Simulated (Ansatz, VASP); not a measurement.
**Rh: VASP beside Ansatz**

The input INCAR:

```
PREC     = Accurate       # precision mode
ENCUT    = 520            # plane-wave cutoff, eV
EDIFF    = 1E-8           # SCF threshold, eV
ISMEAR   = -1             # smearing method
SIGMA    = 0.08           # smearing width, eV
LREAL    = False          # projectors in reciprocal space
LASPH    = True           # aspherical terms in the spheres
NELM     = 60             # most SCF steps
ALGO     = Normal         # electronic algorithm
ISIF     = 2              # what is computed and relaxed
LWAVE    = False          # write WAVECAR
LCHARG   = False          # write CHGCAR
GGA      = PE             # functional
LEFG     = True         
NBANDS   = 14             # bands
```

File KPOINTS:

```
regular mesh
0
Gamma
  14 14 14
```

File POSCAR:

```
Rh
1.0
    2.4847328017      0.0000000000      0.0000000000
    0.0000000000      2.4847328017      0.0000000000
    0.0000000000      0.0000000000      2.4847328017
Rh
1
Direct
    0.0000000000      0.0000000000      0.0000000000
```

Input for Ansatz:

```yaml
crystal:
  lattice:
    - [2.4847328017, 0.0, 0.0]
    - [0.0, 2.4847328017, 0.0]
    - [0.0, 0.0, 2.4847328017]
  atoms:
    - { symbol: Rh, position: [0.0, 0.0, 0.0] }
kpoints:
  mp_grid: { grid: [14, 14, 14] }
scf:
  occupations: { method: fermi_dirac, width: 0.08 }
hamiltonian:
  xc: pbe
  pseudopotentials: { kind: paw }
output:
  forces: true
  stress: true
  eigenvalues: true
  efg: { contact_densities: true }
```

Change from the starting cell: volume scaled by 0.9405, PAW files.

Alike in both runs: task electric field gradients; functional PBE; k mesh 14 × 14 × 14; occupations fermi-dirac, width 0.08 eV; no spin polarisation.

```csv
,VASP,Ansatz
version,VASP 6.6.1,Ansatz 0.2.0
potentials or method,"VASP PAW PBE potentials, release 64 (Rh_pv)","PAW with Ansatz's default frozen-core files, scalar-relativistic"
plane-wave cutoff (eV),520,420
valence electrons in the cell,15,17
```

|  | VASP | Ansatz | Ansatz less VASP |
| --- | --- | --- | --- |
| pressure (GPa) | 13.2 | 13.1 | -0.11 |

VASP's potentials hold 15 valence electrons a cell and Ansatz's 17, so a difference there can come from the potentials and not from the codes.
